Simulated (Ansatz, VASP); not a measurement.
Two plane-wave programs on Ta6F

```xyz
7
Lattice="4.6002 0.0000 0.0000 -2.3001 3.9839 0.0000 0.0000 0.0000 21.4018" Properties=species:S:1:pos:R:3 pbc="T T T"
Ta    2.3001    1.3280    4.0000
Ta    0.0000    2.6559    4.9390
Ta    0.0000    0.0000    5.8780
Ta    2.3001    1.3280    6.7582
Ta    0.0000    2.6559    7.5839
Ta    0.0000    0.0000    8.4018
F     2.3001   -1.3280   10.2718
```

Alike in both runs: task single point; functional LDA; k mesh 6 × 6 × 1; occupations gaussian, width 0.1 eV; collinear spin.

```csv
,VASP,Ansatz
version,VASP 6.6.1,Ansatz 0.2.0
potentials or method,"VASP PAW LDA potentials, release 64 (Ta_pv, F), cutoff 520 eV","scalar-relativistic, plane waves, PAW"
valence electrons in the cell,73,85
```

|  | VASP | Ansatz | Ansatz less VASP |
| --- | --- | --- | --- |
| gap on the k mesh at the Fermi level (eV) | none | none | - |
| rms of the force components (eV/Å) | 1.104 | 1.094 | -0.0105 |
| net moment per atom (μB) | 0.00 | 0.00 | 0.000 |
| work function, face that differs most (eV) | 7.74 | 7.72 | -0.017 |

Ansatz warns that its potentials were made for another functional, while VASP's fit it. LDA's correlation is that of Perdew and Zunger in VASP and of Perdew and Wang (1992) in Ansatz. Atom by atom the forces differ by 0.025 eV/Å (rms over components). A gap of «none» marks a metal or a gap that the smearing closes. VASP's potentials hold 73 valence electrons a cell and Ansatz's 85, so a difference there can come from the potentials and not from the codes. Ansatz's warnings: seeded moment not kept.

Spin-orbit coupling is off throughout.
